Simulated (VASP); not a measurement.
A run of VASP 6.6.1 is set up as follows.

INCAR

```
ALGO = Normal
EDIFF = 1E-8
ENCUT = 520
GGA = PE
ISIF = 2
ISMEAR = -1
LASPH = True
LCHARG = False
LEFG = True
LREAL = False
LWAVE = False
NBANDS = 15
NELM = 80
PREC = Accurate
SIGMA = 0.01
```

The input KPOINTS:

```
k-points
0
Gamma
  7 7 7
```

The input POSCAR:

```
BaS
1.0
    0.0000000000      3.1937500000      3.1937500000
    3.1937500000      0.0000000000      3.1937500000
    3.1937500000      3.1937500000      0.0000000000
Ba S
1 1
Direct
   -0.0125244618      0.0125244618      0.0125244618
    0.5000000000      0.5000000000      0.5000000000
```

Potentials or basis: VASP PAW PBE potentials, release 64 (Ba_sv, S).

Command:

```bash
$ cat potpaw_PBE.64/Ba_sv/POTCAR potpaw_PBE.64/S/POTCAR > POTCAR
$ mpirun -np 1 vasp_std > vasp.out
```

Question: Estimate the pressure.

Answer: 1.5 GPa.

Question: Estimate the largest force.

Answer: 0.173 eV/Å.

Stress tensor (GPa, compression positive):
```
1.69 0.00 0.00
0.00 1.39 0.00
0.00 0.00 1.39
```

Caveat: the cell differs from its parent crystal (atom 1 (Ba) moved by [0.08, 0.0, 0.0] A); without QUAD_EFG the Cq values of the log hold for a quadrupole moment of 1 mb, not for the nuclei.
